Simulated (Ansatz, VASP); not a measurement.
## One calculation of HgTe, two programs

```
Hg Te
1.0
     2.99252   -3.46693    0.00000
     2.99252    3.46693    0.00000
     0.00000    0.00000    5.79816
Hg Te
2 2
Direct
  0.65695 0.34305 0.25000
  0.34305 0.65695 0.75000
  0.21519 0.78481 0.25000
  0.78481 0.21519 0.75000
```

Alike in both runs: functional LDA; k mesh 4 × 4 × 3; occupations fermi-dirac, width 0.05 eV; no spin polarisation.

|  | VASP | Ansatz |
| --- | --- | --- |
| version | VASP 6.6.1 | Ansatz 0.2.0 |
| potentials or method | VASP PAW LDA potentials, release 64 (Hg, Te) | Ansatz PAW |
| plane-wave cutoff (eV) | 520 | 420 |
| valence electrons in the cell | 36 | 72 |
| task | single point | projected density of states |

```tsv
	VASP	Ansatz	Ansatz less VASP
gap on the k mesh at the Fermi level (eV)	none	none	-
pressure (GPa)	-4.4	-4.7	-0.24
traceless stress, the component that is largest in VASP (GPa)	0.93	1.03	+0.098
rms of the force components (eV/Å)	0.018	0.027	+0.0088
```

LDA's correlation is that of Perdew and Zunger in VASP and of Perdew and Wang (1992) in Ansatz. Atom by atom the forces differ by 0.009 eV/Å (rms over components). A gap of «none» marks a metal or a gap that the smearing closes. VASP's potentials hold 36 valence electrons a cell and Ansatz's 72, so a difference there can come from the potentials and not from the codes.

The k mesh is coarse, so the values compare programs but aren't converged. Spin-orbit coupling is off throughout.
